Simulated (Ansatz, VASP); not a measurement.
**NaI: VASP beside Ansatz**

INCAR

```
SYSTEM = NaI
PREC     = Accurate       ! precision mode
ENCUT    = 500            ! plane-wave cutoff, eV
EDIFF    = 1E-7           ! SCF threshold, eV
ISMEAR   = 0              ! smearing method
SIGMA    = 0.02           ! smearing width, eV
LREAL    = .False.        ! projectors in reciprocal space
LASPH    = .True.         ! aspherical terms in the spheres
NELM     = 120            ! most SCF steps
ALGO     = Normal         ! electronic algorithm
ISIF     = 3              ! what is computed and relaxed
LWAVE    = .False.        ! write WAVECAR
LCHARG   = .False.        ! write CHGCAR
GGA      = PE             ! functional
IVDW     = 12             ! dispersion correction
IBRION   = 2              ! ionic algorithm
NSW      = 70             ! ionic steps
EDIFFG   = -0.005         ! ionic threshold
GGA_COMPAT= .False.      
NELMIN   = 4
```

KPOINTS

```
Automatic mesh
0
Gamma
  6 6 6
  0 0 0
```

Contents of POSCAR:

```
NaI
1.0
    0.0000000000      3.2640968622      3.2640968622
    3.2640968622      0.0000000000      3.2640968622
    3.2640968622      3.2640968622      0.0000000000
Na I
1 1
Direct
    0.0000000000      0.0000000000      0.0000000000
    0.5000000000      0.5000000000      0.5000000000
```

Input for Ansatz:

```yaml
crystal:
  lattice:
    - [0.0, 3.2640968622, 3.2640968622]
    - [3.2640968622, 0.0, 3.2640968622]
    - [3.2640968622, 3.2640968622, 0.0]
  atoms:
    - { symbol: Na, position: [0.0, 0.0, 0.0] }
    - { symbol: I, position: [0.5, 0.5, 0.5] }
basis:
  ecutwfc: 420
kpoints:
  mp_grid: { grid: [6, 6, 6] }
hamiltonian:
  xc: pbe
  dispersion: d3bj
scf:
  occupations: { method: gaussian, width: 0.02 }
output:
  forces: true
  stress: true
  eigenvalues: true
relax:
  adjacent_minimum: "off"
  f_tol: 0.005
  max_steps: 50
  cell: { stress_tol: 0.05 }
```

Alike in both runs: task relaxation of cell and atoms; functional PBE; dispersion D3(BJ); k mesh 6 × 6 × 6; occupations gaussian, width 0.02 eV; no spin polarisation.

|  | VASP | Ansatz |
| --- | --- | --- |
| version | VASP 6.6.1 | Ansatz 0.2.0 |
| potentials or method | VASP PAW PBE potentials, release 64 (Na_pv, I), cutoff 500 eV | scalar-relativistic, plane waves, PAW |
| valence electrons in the cell | 14 | 26 |

```tsv
	VASP	Ansatz	Ansatz less VASP
gap on the k mesh at the Fermi level, each at its own relaxed structure (eV)	3.79	3.79	+0.005
relaxed volume (Å³/atom)	32.17	32.16	-0.010
relaxed cell length with the largest relative difference (Å)	4.498	4.497	-0.0004
```

VASP's potentials hold 14 valence electrons a cell and Ansatz's 26, so a difference there can come from the potentials and not from the codes.

Neither program's run includes spin-orbit coupling.
